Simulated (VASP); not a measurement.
# KCl (Pm-3m) in VASP: a series of runs

Aim: see how the results for KCl move with the level of theory and the settings. Levels: PBE, r2SCAN. Tasks: single point.

Everything below comes from runs of VASP 6.6.1. Logs are shortened: lines on timing, memory, paths and dates and some standing lists are left out, and cuts for length are marked.

### 1 The cell of the first run

The structure is cubic, space group Pm-3m (No. 221). Conventional cell: a = 3.796 Å, b = 3.796 Å, c = 3.796 Å, α = 90.00°, β = 90.00°, γ = 90.00°. Within 4.3 Å of K (site symmetry m-3m) lie 8 Cl at 3.29 Å and 6 K at 3.80 Å. Cl (site symmetry m-3m) has 8 K at 3.29 Å and 6 Cl at 3.80 Å within 4.3 Å.

### 2 Single point, PBE (volume changed by -3%)

Input file INCAR:

```
SYSTEM = KCl
PREC     = Accurate       ! precision mode
ENCUT    = 520            ! plane-wave cutoff, eV
EDIFF    = 1E-7           ! SCF threshold, eV
ISMEAR   = 0              ! smearing method
SIGMA    = 0.01           ! smearing width, eV
LREAL    = .False.        ! projectors in reciprocal space
LASPH    = .True.         ! aspherical terms in the spheres
NELM     = 80             ! most SCF steps
ALGO     = Normal         ! electronic algorithm
ISIF     = 2              ! what is computed and relaxed
LWAVE    = .False.        ! write WAVECAR
LCHARG   = .False.        ! write CHGCAR
GGA      = PE             ! functional
NBANDS   = 15             ! bands
```

Input file KPOINTS:

```
Automatic mesh
0
Gamma
  6 6 6
  0 0 0
```

Input file POSCAR:

```
KCl
1.0
    3.7961124886      0.0000000000      0.0000000000
    0.0000000000      3.7961124886      0.0000000000
    0.0000000000      0.0000000000      3.7961124886
K Cl
1 1
Direct
    0.0000000000      0.0000000000      0.0000000000
    0.5000000000      0.5000000000      0.5000000000
```

Potentials or basis: VASP PAW PBE potentials, release 64 (K_sv, Cl).

Launch:

```bash
> cat potpaw_PBE.64/K_sv/POTCAR potpaw_PBE.64/Cl/POTCAR > POTCAR
> mpirun -np 1 vasp_std > vasp.out
```

OUTCAR:

```text
SYSTEM = KCl
   PREC = Accurate
   ENCUT = 520
   EDIFF = 1E-7
   ISMEAR = 0
   LREAL = .False.
   LASPH = .True.
   NELM = 80
   ISIF = 2
   GGA = PE

 ion  position               nearest neighbor table
   1  0.000  0.000  0.000-
   2  0.500  0.500  0.500-

  LATTYP: Found a simple cubic cell.
 ALAT       =     3.7961124886

  Lattice vectors:

 A1 = (   3.7961124886,   0.0000000000,   0.0000000000)
 A2 = (   0.0000000000,   3.7961124886,   0.0000000000)
 A3 = (   0.0000000000,   0.0000000000,   3.7961124886)

Analysis of symmetry for initial positions (statically):
=====================================================================
 Subroutine PRICEL returns:
 Original cell was already a primitive cell.

 Routine SETGRP: Setting up the symmetry group for a
 simple cubic supercell.

 Subroutine GETGRP returns: Found 48 space group operations
 (whereof 48 operations were pure point group operations)
 out of a pool of 48 trial point group operations.

The static configuration has the point symmetry O_h .

Analysis of symmetry for dynamics (positions and initial velocities):
=====================================================================
 Subroutine PRICEL returns:
 Original cell was already a primitive cell.

 Routine SETGRP: Setting up the symmetry group for a
 simple cubic supercell.

 Subroutine GETGRP returns: Found 48 space group operations
 (whereof 48 operations were pure point group operations)
 out of a pool of 48 trial point group operations.

The dynamic configuration has the point symmetry O_h .

 Subroutine INISYM returns: Found 48 space group operations
 (whereof 48 operations are pure point group operations),
 and found     1 'primitive' translations

----------------------------------------------------------------------------------------

                                     Primitive cell

  volume of cell :      54.7038

  direct lattice vectors                    reciprocal lattice vectors
     3.796112489  0.000000000  0.000000000     0.263427389  0.000000000  0.000000000
     0.000000000  3.796112489  0.000000000     0.000000000  0.263427389  0.000000000
     0.000000000  0.000000000  3.796112489     0.000000000  0.000000000  0.263427389

  length of vectors
     3.796112489  3.796112489  3.796112489     0.263427389  0.263427389  0.263427389

  position of ions in fractional coordinates (direct lattice)
     0.000000000  0.000000000  0.000000000
     0.500000000  0.500000000  0.500000000

  ion indices of the primitive-cell ions
   primitive index   ion index
                 1           1
                 2           2

----------------------------------------------------------------------------------------

 KPOINTS: Automatic mesh

Automatic generation of k-mesh.
 Grid dimensions read from file:
 generate k-points for:    6    6    6

 Generating k-lattice:

  Cartesian coordinates                     Fractional coordinates (reciprocal lattice)
     0.043904565  0.000000000  0.000000000     0.166666667  0.000000000  0.000000000
     0.000000000  0.043904565  0.000000000     0.000000000  0.166666667  0.000000000
     0.000000000  0.000000000  0.043904565     0.000000000  0.000000000  0.166666667

  Length of vectors
     0.043904565  0.043904565  0.043904565

  Shift w.r.t. Gamma in fractional coordinates (k-lattice)
     0.000000000  0.000000000  0.000000000

 Subroutine IBZKPT returns following result:
 ===========================================

 Found     20 irreducible k-points:

 Following reciprocal coordinates:
            Coordinates               Weight
  0.000000  0.000000  0.000000      1.000000
  0.166667  0.000000  0.000000      6.000000
  0.333333  0.000000  0.000000      6.000000
  0.500000  0.000000  0.000000      3.000000
  0.166667  0.166667  0.000000     12.000000
  0.333333  0.166667  0.000000     24.000000
[... 12 lines left out ...]
  0.500000  0.500000  0.333333      6.000000
  0.500000  0.500000  0.500000      1.000000
   k-points           NKPTS =     20   k-points in BZ     NKDIM =     20   number of bands    NBANDS=     15
   number of dos      NEDOS =    301   number of ions     NIONS =      2
   total plane-waves  NPLWV =  21952
   dimension x,y,z NGX =    28 NGY =   28 NGZ =   28
   dimension x,y,z NGXF=    56 NGYF=   56 NGZF=   56
   ions per type =               1   1
   NGX,Y,Z   is equivalent  to a cutoff of  12.26, 12.26, 12.26 a.u.
   NGXF,Y,Z  is equivalent  to a cutoff of  24.52, 24.52, 24.52 a.u.
 SYSTEM =  KCl
   PREC   = accura    normal or accurate (medium, high low for compatibility)
   ISTART =      0    job   : 0-new  1-cont  2-samecut
   ICHARG =      2    charge: 1-file 2-atom 10-const
   ISPIN  =      1    spin polarized calculation?
   LNONCOLLINEAR =      F non collinear calculations
   LSORBIT =      F    spin-orbit coupling
   LASPH  =      T    aspherical Exc in radial PAW
   ENCUT  =  520.0 eV  38.22 Ry    6.18 a.u.   7.06  7.06  7.06*2*pi/ulx,y,z
   NELM   =     80;   NELMIN=  2; NELMDL= -5     # of ELM steps
   EDIFF  = 0.1E-06   stopping-criterion for ELM
   LREAL  =      F    real-space projection
   EDIFFG = 0.1E-05   stopping-criterion for IOM
   NSW    =      0    number of steps for IOM
   IBRION =     -1    ionic relax: 0-MD 1-quasi-New 2-CG
   NFREE  =      0    steps in history (QN), initial steepest desc. (CG)
   ISIF   =      2    stress and relaxation
   ISYM   =      2    0-nonsym 1-usesym 2-fastsym
   POTIM  = 0.5000    time-step for ionic-motion
   TEBEG  =    0.0;   TEEND  =   0.0 temperature during run
   PSTRESS=    0.0 pullay stress
   NELECT =      16.0000    total number of electrons
   NUPDOWN=      -1.0000    fix difference up-down
   EMIN   =  10.00;   EMAX   =-10.00  energy-range for DOS
   EFERMI =   0.00;   METHOD = LEGACY
   ISMEAR =     0;   SIGMA  =   0.01  broadening in eV -4-tet -1-fermi 0-gaus
   EFERMI_NEDOS =   21; number of points for ismear=-14 and -15
   IALGO  =     38    algorithm
   IMIX   =      4    mixing-type and parameters
     AMIX     =   0.40;   BMIX     =  1.00
     AMIX_MAG =   1.60;   BMIX_MAG =  1.00
  volume/ion in A,a.u.               =      27.35       184.58
  Fermi-wavevector in a.u.,A,eV,Ry     =   1.086699  2.053562 16.067307  1.180914
  Thomas-Fermi vector in A             =   2.222841
   LORBIT       =      0    0 simple, 1 ext, 2 COOP (PROOUT), +10 PAW based schemes
   GGA     = PE    functional components
   LHFCALC =     F    Hartree Fock is set to
   AEXX    =    0.0000 exact exchange contribution
   IVDW    =     0    specifies the selected vdW correction
   LEPSILON=     F    determine dielectric tensor
   LRPA    =     F    only Hartree local field effects (RPA)
 non-spin polarized calculation
 Gauss-broadening in eV      SIGMA  =   0.01
  energy-cutoff  :      520.00
  volume of cell :       54.70
 maximum number of plane-waves:      1492
   NGX = 15   NGY = 15   NGZ = 15

 number of electron      16.0000008 magnetization

 Free energy of the ion-electron system (eV)
  ---------------------------------------------------
  ext. energy  EPLUGINS =         0.00000000
  ---------------------------------------------------
  free energy    TOTEN  =        -6.65127902 eV

  energy without entropy =       -6.65127902  energy(sigma->0) =       -6.65127902

 E-fermi :  -0.5574     XC(G=0):  -8.2187

 val. band max:       -0.6644068614   @ k =   0.5000   0.5000   0.0000
 cond. band min:       4.2765658013   @ k =   0.0000   0.0000   0.0000
 fundamental gap:      4.9409726627
 Fermi energy:        -0.5574434165

 k-point     1 :       0.0000    0.0000    0.0000
  band No.  band energies     occupation
      1     -28.6689      2.00000
      2     -13.2953      2.00000
      3     -12.0487      2.00000
      4     -12.0487      2.00000
      5     -12.0487      2.00000
      6      -0.8740      2.00000
      7      -0.8740      2.00000
      8      -0.8740      2.00000
      9       4.2766      0.00000
     10       5.8760      0.00000
     11       5.8760      0.00000
     12      10.0677      0.00000
     13      10.0677      0.00000
     14      10.0677      0.00000
     15      13.0860      0.00000

 k-point     2 :       0.1667    0.0000    0.0000
  band No.  band energies     occupation
      1     -28.6634      2.00000
      2     -13.3403      2.00000
      3     -12.0402      2.00000
      4     -12.0402      2.00000
      5     -12.0136      2.00000
      6      -1.3758      2.00000
      7      -0.8774      2.00000
      8      -0.8774      2.00000
      9       4.9032      0.00000
     10       6.1064      0.00000
     11       6.4424      0.00000
     12       9.9710      0.00000
     13       9.9710      0.00000
     14      10.2003      0.00000
     15      12.0978      0.00000

 k-point     3 :       0.3333    0.0000    0.0000
  band No.  band energies     occupation
      1     -28.6524      2.00000
      2     -13.4328      2.00000
      3     -12.0230      2.00000
      4     -12.0230      2.00000
      5     -11.9351      2.00000
      6      -2.1721      2.00000
      7      -0.8853      2.00000
      8      -0.8853      2.00000
      9       6.2040      0.00000
     10       6.7354      0.00000
     11       7.5223      0.00000
     12       9.8947      0.00000
     13       9.8947      0.00000
     14      10.4247      0.00000
     15      10.5082      0.00000

 k-point     4 :       0.5000    0.0000    0.0000
  band No.  band energies     occupation
      1     -28.6469      2.00000
      2     -13.4798      2.00000
      3     -12.0144      2.00000
      4     -12.0144      2.00000
      5     -11.8919      2.00000
      6      -2.5099      2.00000
      7      -0.8898      2.00000
      8      -0.8898      2.00000
      9       7.2051      0.00000
     10       7.2678      0.00000
     11       7.7660      0.00000
     12       9.4868      0.00000
     13       9.9418      0.00000
     14       9.9418      0.00000
     15      10.6930      0.00000
[... 235 lines left out ...]
 k-point    18 :       0.5000    0.3333    0.3333
  band No.  band energies     occupation
      1     -28.6171      2.00000
      2     -12.9758      2.00000
      3     -12.2154      2.00000
      4     -12.1943      2.00000
      5     -12.1799      2.00000
      6      -2.0244      2.00000
      7      -1.7964      2.00000
      8      -1.6743      2.00000
      9       7.2612      0.00000
     10       7.8423      0.00000
     11       8.0275      0.00000
     12       9.2116      0.00000
     13       9.2154      0.00000
     14       9.5493      0.00000
     15      11.8155      0.00000

 k-point    19 :       0.5000    0.5000    0.3333
  band No.  band energies     occupation
      1     -28.6122      2.00000
      2     -12.8980      2.00000
      3     -12.2491      2.00000
      4     -12.2491      2.00000
      5     -12.1739      2.00000
      6      -2.0142      2.00000
      7      -2.0142      2.00000
      8      -1.7537      2.00000
      9       7.3072      0.00000
     10       8.1912      0.00000
     11       8.1912      0.00000
     12       8.7248      0.00000
     13       9.7806      0.00000
     14       9.7806      0.00000
     15      11.7023      0.00000

 k-point    20 :       0.5000    0.5000    0.5000
  band No.  band energies     occupation
      1     -28.6074      2.00000
      2     -12.8591      2.00000
      3     -12.2340      2.00000
      4     -12.2340      2.00000
      5     -12.2340      2.00000
      6      -2.0511      2.00000
      7      -2.0511      2.00000
      8      -2.0511      2.00000
      9       8.2512      0.00000
     10       8.2512      0.00000
     11       8.2512      0.00000
     12       9.3680      0.00000
     13       9.3680      0.00000
     14       9.3680      0.00000
     15      11.7310      0.00000

------------------------ aborting loop because EDIFF is reached ----------------------------------------

  FORCE on cell =-STRESS in cart. coord.  units (eV):
  Direction    XX          YY          ZZ          XY          YZ          ZX
  --------------------------------------------------------------------------------------
  -------------------------------------------------------------------------------------
  Total        0.2193828      0.2193828      0.2193828     -0.0000000     -0.0000000      0.0000000
  in kB        6.4253363      6.4253363      6.4253363     -0.0000000     -0.0000000      0.0000000
  external PRESSURE =       6.4253363 kB  Pullay stress =       0.0000000 kB

 VOLUME and BASIS-vectors are now :
 -----------------------------------------------------------------------------
  energy-cutoff  :      520.00
  volume of cell :       54.70
      direct lattice vectors                 reciprocal lattice vectors
     3.796112489  0.000000000  0.000000000     0.263427389  0.000000000  0.000000000
     0.000000000  3.796112489  0.000000000     0.000000000  0.263427389  0.000000000
     0.000000000  0.000000000  3.796112489     0.000000000  0.000000000  0.263427389

 POSITION                                       TOTAL-FORCE (eV/Angst)
 -----------------------------------------------------------------------------------
      0.00000      0.00000      0.00000         0.000000      0.000000      0.000000
      1.89806      1.89806      1.89806         0.000000      0.000000      0.000000
 -----------------------------------------------------------------------------------
    total drift:                               -0.000000      0.000000      0.000000

  FREE ENERGIE OF THE ION-ELECTRON SYSTEM (eV)
  ---------------------------------------------------
  free  energy   TOTEN  =        -6.6512790224 eV

  energy  without entropy=       -6.6512790224  energy(sigma->0) =       -6.65127902
```

Wall time 6.5 s (1 thread of Intel Xeon 6975P-C (Granite Rapids), shared host); peak memory 0.15 GiB.

Results:

- Free energy: -6.6513 eV
- Pressure: 0.6 GPa
- Band gap on the k mesh: 4.94 eV, indirect (least direct gap 5.15 eV)

Levels at points of the mesh, in eV from the valence-band top:
| k point | band 6 | band 7 | band 8 | band 9 | band 10 | band 11 |
| --- | --- | --- | --- | --- | --- | --- |
| (0.00, 0.00, 0.00) | -0.21 | -0.21 | -0.21 | 4.94 | 6.54 | 6.54 |
| (0.50, 0.00, 0.00) | -1.85 | -0.23 | -0.23 | 7.87 | 7.93 | 8.43 |
| (0.50, 0.50, 0.00) | -1.24 | -1.24 | 0.00 | 6.21 | 7.33 | 8.97 |
| (0.50, 0.50, 0.50) | -1.39 | -1.39 | -1.39 | 8.92 | 8.92 | 8.92 |

 A k mesh can miss the band edges.

(Continued in part 2 of 2.)
